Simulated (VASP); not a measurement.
# CuO (Cccm) in VASP: notebook, part 2 of 2

VASP 6.6.1. Earlier steps stand in the parts before.

## (3) Single point, PBEsol

This run uses another cell than the first one, of 10.66 Å³/atom.

INCAR reads:

```
SYSTEM = CuO
PREC = Accurate
ENCUT = 520
EDIFF = 1E-7
ISMEAR = 0
SIGMA = 0.1
LREAL = .FALSE.
LASPH = .TRUE.
NELM = 60
ALGO = Normal
ISIF = 2
LWAVE = .FALSE.
LCHARG = .FALSE.
GGA = PS
NBANDS = 25
```

KPOINTS reads:

```
Automatic mesh
0
G
  14 14 8
  0 0 0
```

POSCAR reads:

```
CuO
1.0
    2.0425419762     -2.0503486087      0.0000000000
    2.0425419762      2.0503486087      0.0000000000
    0.0000000000      0.0000000000      5.0922653839
Cu O
2 2
Direct
    0.0000000000      0.5000000000      0.0000000000
    0.5000000000      0.0000000000      0.5000000000
    0.5000000000      0.5000000000      0.2500000000
    0.5000000000      0.5000000000      0.7500000000
```

Potentials or basis: VASP PAW PBE potentials, release 64 (Cu, O).

The run is started by

```sh
cat potpaw_PBE.64/Cu/POTCAR potpaw_PBE.64/O/POTCAR > POTCAR
mpirun -np 1 vasp_std > vasp.out
```

OUTCAR:

```text
SYSTEM = CuO
   PREC = Accurate
   ENCUT = 520
   EDIFF = 1E-7
   ISMEAR = 0
   LREAL = .FALSE.
   LASPH = .TRUE.
   NELM = 60
   ISIF = 2
   GGA = PS

 ion  position               nearest neighbor table
   1  0.000  0.500  0.000-   3 1.93   4 1.93   3 1.93   4 1.93
   2  0.500  0.000  0.500-   3 1.93   4 1.93   3 1.93   4 1.93
   3  0.500  0.500  0.250-   1 1.93   2 1.93   2 1.93   1 1.93
   4  0.500  0.500  0.750-   1 1.93   2 1.93   2 1.93   1 1.93

  LATTYP: Found a base centered orthorhombic cell.
 ALAT       =     4.0850839524
 B/A-ratio  =     1.0038220181
 C/A-ratio  =     1.2465509750

  Lattice vectors:

 A1 = (   2.0425419762,  -2.0503486087,   0.0000000000)
 A2 = (   2.0425419762,   2.0503486087,   0.0000000000)
 A3 = (   0.0000000000,   0.0000000000,   5.0922653839)

Analysis of symmetry for initial positions (statically):
=====================================================================
 Subroutine PRICEL returns:
 Original cell was already a primitive cell.

 Routine SETGRP: Setting up the symmetry group for a
 base centered orthorhombic supercell.

 Subroutine GETGRP returns: Found  8 space group operations
 (whereof  4 operations were pure point group operations)
 out of a pool of  8 trial point group operations.

The static configuration has the point symmetry C_2h.
 The point group associated with its full space group is D_2h.

Analysis of symmetry for dynamics (positions and initial velocities):
=====================================================================
 Subroutine PRICEL returns:
 Original cell was already a primitive cell.

 Routine SETGRP: Setting up the symmetry group for a
 base centered orthorhombic supercell.

 Subroutine GETGRP returns: Found  8 space group operations
 (whereof  4 operations were pure point group operations)
 out of a pool of  8 trial point group operations.

The dynamic configuration has the point symmetry C_2h.
 The point group associated with its full space group is D_2h.

 Subroutine INISYM returns: Found  8 space group operations
 (whereof  4 operations are pure point group operations),
 and found     1 'primitive' translations

----------------------------------------------------------------------------------------

                                     Primitive cell

  volume of cell :      42.6520

  direct lattice vectors                    reciprocal lattice vectors
     2.042541976 -2.050348609  0.000000000     0.244793011 -0.243860970  0.000000000
     2.042541976  2.050348609  0.000000000     0.244793011  0.243860970  0.000000000
     0.000000000  0.000000000  5.092265384     0.000000000  0.000000000  0.196376254

  length of vectors
     2.894115952  2.894115952  5.092265384     0.345531172  0.345531172  0.196376254

  position of ions in fractional coordinates (direct lattice)
     0.000000000  0.500000000  0.000000000
     0.500000000  0.000000000  0.500000000
     0.500000000  0.500000000  0.250000000
     0.500000000  0.500000000  0.750000000

  ion indices of the primitive-cell ions
   primitive index   ion index
                 1           1
                 2           2
                 3           3
                 4           4

----------------------------------------------------------------------------------------

 KPOINTS: Automatic mesh

Automatic generation of k-mesh.
[... 24 lines left out ...]
  0.071429  0.000000  0.000000      4.000000
  0.142857  0.000000  0.000000      4.000000
  0.214286  0.000000  0.000000      4.000000
  0.285714  0.000000  0.000000      4.000000
  0.357143  0.000000  0.000000      4.000000
[... 16 lines left out ...]
  0.214286  0.142857  0.000000      4.000000
  0.285714  0.142857  0.000000      4.000000
 [... further k-points ...]
   k-points           NKPTS =    285   k-points in BZ     NKDIM =    285   number of bands    NBANDS=     25
   number of dos      NEDOS =    301   number of ions     NIONS =      4
   total plane-waves  NPLWV =  23040
   dimension x,y,z NGX =    24 NGY =   24 NGZ =   40
   dimension x,y,z NGXF=    48 NGYF=   48 NGZF=   80
   ions per type =               2   2
   NGX,Y,Z   is equivalent  to a cutoff of  13.79, 13.79, 13.06 a.u.
   NGXF,Y,Z  is equivalent  to a cutoff of  27.57, 27.57, 26.12 a.u.
 SYSTEM =  CuO
   PREC   = accura    normal or accurate (medium, high low for compatibility)
   ISTART =      0    job   : 0-new  1-cont  2-samecut
   ICHARG =      2    charge: 1-file 2-atom 10-const
   ISPIN  =      1    spin polarized calculation?
   LNONCOLLINEAR =      F non collinear calculations
   LSORBIT =      F    spin-orbit coupling
   LASPH  =      T    aspherical Exc in radial PAW
   ENCUT  =  520.0 eV  38.22 Ry    6.18 a.u.   5.38  5.38  9.47*2*pi/ulx,y,z
   NELM   =     60;   NELMIN=  2; NELMDL= -5     # of ELM steps
   EDIFF  = 0.1E-06   stopping-criterion for ELM
   LREAL  =      F    real-space projection
   EDIFFG = 0.1E-05   stopping-criterion for IOM
   NSW    =      0    number of steps for IOM
   IBRION =     -1    ionic relax: 0-MD 1-quasi-New 2-CG
   NFREE  =      0    steps in history (QN), initial steepest desc. (CG)
   ISIF   =      2    stress and relaxation
   ISYM   =      2    0-nonsym 1-usesym 2-fastsym
   POTIM  = 0.5000    time-step for ionic-motion
   TEBEG  =    0.0;   TEEND  =   0.0 temperature during run
   PSTRESS=    0.0 pullay stress
   NELECT =      34.0000    total number of electrons
   NUPDOWN=      -1.0000    fix difference up-down
   EMIN   =  10.00;   EMAX   =-10.00  energy-range for DOS
   EFERMI =   0.00;   METHOD = LEGACY
   ISMEAR =     0;   SIGMA  =   0.10  broadening in eV -4-tet -1-fermi 0-gaus
   EFERMI_NEDOS =   21; number of points for ismear=-14 and -15
   IALGO  =     38    algorithm
   IMIX   =      4    mixing-type and parameters
     AMIX     =   0.40;   BMIX     =  1.00
     AMIX_MAG =   1.60;   BMIX_MAG =  1.00
  volume/ion in A,a.u.               =      10.66        71.96
  Fermi-wavevector in a.u.,A,eV,Ry     =   1.517940  2.868490 31.349747  2.304141
  Thomas-Fermi vector in A             =   2.627128
   LORBIT       =      0    0 simple, 1 ext, 2 COOP (PROOUT), +10 PAW based schemes
   GGA     = PS    functional components
   LHFCALC =     F    Hartree Fock is set to
   AEXX    =    0.0000 exact exchange contribution
   IVDW    =     0    specifies the selected vdW correction
   LEPSILON=     F    determine dielectric tensor
   LRPA    =     F    only Hartree local field effects (RPA)
 non-spin polarized calculation
 Gauss-broadening in eV      SIGMA  =   0.10
  energy-cutoff  :      520.00
  volume of cell :       42.65
 maximum number of plane-waves:      1175
 NGX is ok and might be reduce to    24
   NGX = 11   NGY = 11   NGZ = 19

 number of electron      33.9999966 magnetization

 Free energy of the ion-electron system (eV)
  ---------------------------------------------------
  ext. energy  EPLUGINS =         0.00000000
  ---------------------------------------------------
  free energy    TOTEN  =       -21.48238480 eV

  energy without entropy =      -21.46962200  energy(sigma->0) =      -21.47600340

 E-fermi :   5.2298     XC(G=0): -11.8066

 val. band max:        5.2256953253   @ k =   0.4286   0.2857   0.3750
 cond. band min:       5.2315609450   @ k =   0.3571   0.0000   0.1250
 fundamental gap:      0.0058656198
 Fermi energy:         5.2298269784

 k-point     1 :       0.0000    0.0000    0.0000
  band No.  band energies     occupation
      1     -14.8620      2.00000
      2     -13.4285      2.00000
      3      -3.3367      2.00000
      4      -0.5048      2.00000
      5      -0.4966      2.00000
      6       1.2527      2.00000
[... 661 lines left out ...]
     24      18.2533      0.00000
     25      20.1398      0.00000

 [... further k-points ...]

------------------------ aborting loop because EDIFF is reached ----------------------------------------

  FORCE on cell =-STRESS in cart. coord.  units (eV):
  Direction    XX          YY          ZZ          XY          YZ          ZX
  --------------------------------------------------------------------------------------
  -------------------------------------------------------------------------------------
  Total        0.1692329      0.1578971      0.2838061      0.0000000      0.0000000      0.0000000
  in kB        6.3570503      5.9312321     10.6608667      0.0000000      0.0000000      0.0000000
  external PRESSURE =       7.6497164 kB  Pullay stress =       0.0000000 kB

 VOLUME and BASIS-vectors are now :
 -----------------------------------------------------------------------------
  energy-cutoff  :      520.00
  volume of cell :       42.65
      direct lattice vectors                 reciprocal lattice vectors
     2.042541976 -2.050348609  0.000000000     0.244793011 -0.243860970  0.000000000
     2.042541976  2.050348609  0.000000000     0.244793011  0.243860970  0.000000000
     0.000000000  0.000000000  5.092265384     0.000000000  0.000000000  0.196376254

 POSITION                                       TOTAL-FORCE (eV/Angst)
 -----------------------------------------------------------------------------------
      1.02127      1.02517      0.00000        -0.000000      0.000000      0.000000
      1.02127     -1.02517      2.54613         0.000000     -0.000000      0.000000
      2.04254      0.00000      1.27307        -0.000000      0.000000      0.000000
      2.04254      0.00000      3.81920        -0.000000     -0.000000      0.000000
 -----------------------------------------------------------------------------------
    total drift:                                0.000000     -0.000000     -0.000000

  FREE ENERGIE OF THE ION-ELECTRON SYSTEM (eV)
  ---------------------------------------------------
  free  energy   TOTEN  =       -21.4823847970 eV

  energy  without entropy=      -21.4696219980  energy(sigma->0) =      -21.47600340
```

OSZICAR:

```text
N       E                     dE             d eps       ncg     rms          rms(c)
DAV:   1     0.294132165169E+03    0.29413E+03   -0.16403E+04 15178   0.212E+03
DAV:   2     0.967311281975E+01   -0.28446E+03   -0.26202E+03 14526   0.391E+02
DAV:   3    -0.263843512717E+02   -0.36057E+02   -0.34177E+02 17864   0.156E+02
DAV:   4    -0.276252945604E+02   -0.12409E+01   -0.12341E+01 17546   0.306E+01
DAV:   5    -0.276507909303E+02   -0.25496E-01   -0.25483E-01 18644   0.388E+00    0.179E+01
DAV:   6    -0.253573493844E+02    0.22934E+01   -0.39593E+01 20396   0.160E+02    0.137E+01
DAV:   7    -0.214343049430E+02    0.39230E+01   -0.10731E+01 17413   0.118E+02    0.253E+00
DAV:   8    -0.215267646607E+02   -0.92460E-01   -0.14925E+00 15001   0.824E+00    0.165E+00
DAV:   9    -0.214873670847E+02    0.39398E-01   -0.55250E-02 21212   0.593E+00    0.495E-01
DAV:  10    -0.214838515953E+02    0.35155E-02   -0.12751E-02 19834   0.135E+00    0.385E-01
DAV:  11    -0.214823508083E+02    0.15008E-02   -0.70474E-03 21526   0.806E-01    0.598E-02
DAV:  12    -0.214823640520E+02   -0.13244E-04   -0.44593E-04 20703   0.254E-01    0.443E-02
DAV:  13    -0.214823861652E+02   -0.22113E-04   -0.29038E-05 20149   0.638E-02    0.954E-03
DAV:  14    -0.214823851209E+02    0.10443E-05   -0.20717E-06 22267   0.367E-02    0.615E-03
DAV:  15    -0.214823847898E+02    0.33114E-06   -0.22377E-06 22104   0.159E-02    0.543E-04
DAV:  16    -0.214823847970E+02   -0.72505E-08   -0.78508E-08  8870   0.288E-03
   1 F= -.21482385E+02 E0= -.21476003E+02  d E =-.127628E-01
```

Wall time 4 min (1 thread of AMD EPYC 7R13 (Zen 3), shared host); peak memory 0.33 GiB.

What came out:

```
Free energy            : -21.4824 eV
Pressure               : 0.8 GPa
Band gap on the k mesh : zero (bands 17 and 18 overlap by 1.21 eV)
```

Stress tensor (GPa, compression positive):
```
0.64 0.00 0.00
0.00 0.59 0.00
0.00 0.00 1.07
```

Caveat: the PAW data sets were made with another functional, which shifts forces and pressure a little; semilocal functionals often make such compounds metallic where correlation or magnetic order opens a gap, which also shifts bond lengths.
